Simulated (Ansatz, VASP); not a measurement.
## CdH6: VASP beside Ansatz

```
Cd H
1.0
     3.55275    0.00000    0.00000
     0.00000    3.55275    0.00000
     0.00000    0.00000    5.15492
Cd H
1 6
Direct
  0.00000 0.00000 0.96935
  0.17956 0.17956 0.46921
  0.82044 0.82044 0.46921
  0.82044 0.17956 0.46921
  0.17956 0.82044 0.46921
  0.50000 0.00000 0.96951
  0.00000 0.50000 0.96951
```

Alike in both runs: functional PBE; k mesh 4 × 4 × 6; occupations gaussian, width 0.1 eV; no spin polarisation.

Ansatz relaxed the structure, and its values are those at the end. VASP's run is a single point on that final structure, the one shown.

|  | VASP | Ansatz |
| --- | --- | --- |
| version | VASP 6.6.1 | Ansatz 0.2.0 |
| potentials or method | VASP PAW PBE potentials, release 64 (Cd_sv_GW, H), cutoff 630 eV | scalar-relativistic, plane waves, PAW |
| valence electrons in the cell | 26 | 26 |

Ansatz gave:

| Item | Value |
| --- | --- |
| gap on the k mesh at the Fermi level (eV) | none |
| pressure (GPa) | 0.2 |
| rms of the force components (eV/Å) | 0.004 |

Problem. Which values does VASP return?

Solution. gap on the k mesh at the Fermi level (eV): none; pressure (GPa): 0.1; rms of the force components (eV/Å): 0.003.

A gap of «none» marks a metal or a gap that the smearing closes.

The k mesh is coarse, so the values compare programs but aren't converged.
